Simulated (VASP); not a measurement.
Wanted: the native input for a VASP 6.6.1 run.

- Task: single point
- Functional: LDA
- Potentials or basis: VASP PAW LDA potentials, release 64 (Rh_pv)
- Cutoff: 520 eV
- k mesh: 16 × 16 × 16
- Occupations: fermi-dirac, width 0.03 eV
- Spin: no spin polarisation
- Dipole correction: no
- Further INCAR settings: ALGO = Normal; EDIFF = 1e-07; NBANDS = 14

The structure of Rh lies in POSCAR:

```
Rh
1.0
    0.0000000000      1.8627319650      1.8627319650
    1.8627319650      0.0000000000      1.8627319650
    1.8627319650      1.8627319650      0.0000000000
Rh
1
Direct
    0.0000000000      0.0000000000      0.0000000000
```

This cell differs from its parent crystal: volume scaled by 0.94.

The input as run:

INCAR

```
SYSTEM = Rh
PREC = Accurate
ENCUT = 520
EDIFF = 1E-7
ISMEAR = -1
SIGMA = 0.03
LREAL = .FALSE.
LASPH = .TRUE.
NELM = 80
ALGO = Normal
ISIF = 2
LWAVE = .FALSE.
LCHARG = .FALSE.
GGA = CA
NBANDS = 14
```

KPOINTS

```
regular mesh
0
G
  16 16 16
  0 0 0
```

Potentials or basis: VASP PAW LDA potentials, release 64 (Rh_pv).

Command:

```sh
$ cat potpaw_LDA.64/Rh_pv/POTCAR > POTCAR
$ mpirun -np 1 vasp_std > vasp.out
```

Results of the run:

| Quantity | Value |
| --- | --- |
| Pressure | 8.7 GPa |

Run time: 18 s on 1 thread of Intel(R) Xeon(R) Platinum 8559C (Emerald Rapids), on a shared host, peak memory 0.13 GiB.
